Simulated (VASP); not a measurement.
Write the native input for VASP 6.6.1 that does the following.

* Task: relaxation of cell and atoms
* Functional: PBE
* Potentials or basis: VASP PAW PBE potentials, release 64 (K_sv, H, F)
* Cutoff: 600 eV
* k mesh: 4 × 4 × 1
* Occupations: gaussian, width 0.1 eV
* Spin: no spin polarisation
* Dipole correction: no
* Further INCAR settings: ALGO = Normal; EDIFF = 1e-06; IBRION = 2; EDIFFG = -0.025; NSW = 80; ISIF = 3

The structure of K3HF4 lies in POSCAR:

```
K3HF4
1.0
    3.4258831568      0.0326850637     -0.0432191744
    0.0340474329      3.5713303393     -0.0074630335
   -0.1442894854     -0.0239187550     11.5164204803
K H F
3 1 4
Direct
   -0.0128968219     -0.0033633468      0.7021755795
    0.0032492932     -0.0294515103      0.3041071020
    0.0054391648      0.5053484338     -0.0023573204
    0.5314852615      0.4655462845      0.4900723100
    0.5033277072      0.0411675164      0.1282185101
    0.5292286229      0.4917027825      0.4041765842
    0.4846437991      0.0059995476      0.8644424187
    0.4555229732      0.5230502922      0.6091648160
```

One way to write it, as run:

INCAR

```
ALGO = Normal ; EDIFF = 1E-6
EDIFFG = -0.025 ; ENCUT = 600
GGA = PE ; IBRION = 2
ISIF = 3 ; ISMEAR = 0
LASPH = True ; LCHARG = False
LREAL = False ; LWAVE = False
NELM = 100 ; NSW = 80
PREC = Accurate ; SIGMA = 0.1
```

KPOINTS

```
k-points
0
Gamma
  4 4 1
```

Potentials or basis: VASP PAW PBE potentials, release 64 (K_sv, H, F).

The run is started by

```bash
$ cat potpaw_PBE.64/K_sv/POTCAR potpaw_PBE.64/H/POTCAR potpaw_PBE.64/F/POTCAR > POTCAR
$ mpirun -np 1 vasp_std > vasp.out
```

Results of the run:

```yaml
Relaxed_volume: 17.71 Å³/atom
Relaxed_cell: a = 3.444 Å, b = 3.572 Å, c = 11.519 Å, α = 89.85°, β = 91.03°, γ = 89.76°
Space_group_after_relaxing_to_0.05_Å: P1 (No. 1)
Energy_gained_by_relaxing: 57.0 meV/atom
Ionic_steps: 20
Pressure_after_relaxing: 0.0 GPa
Largest_force_after_relaxing: 0.020 eV/Å
Band_gap_on_the_k_mesh: 4.89 eV, indirect (least direct gap 4.96 eV)
```

Caveat: the k points lie up to 0.55 Å⁻¹ apart in the final cell.

It took 6.5 min on 1 thread of Intel(R) Xeon(R) 6975P-C (Granite Rapids) (shared host), peak memory 0.3 GiB.
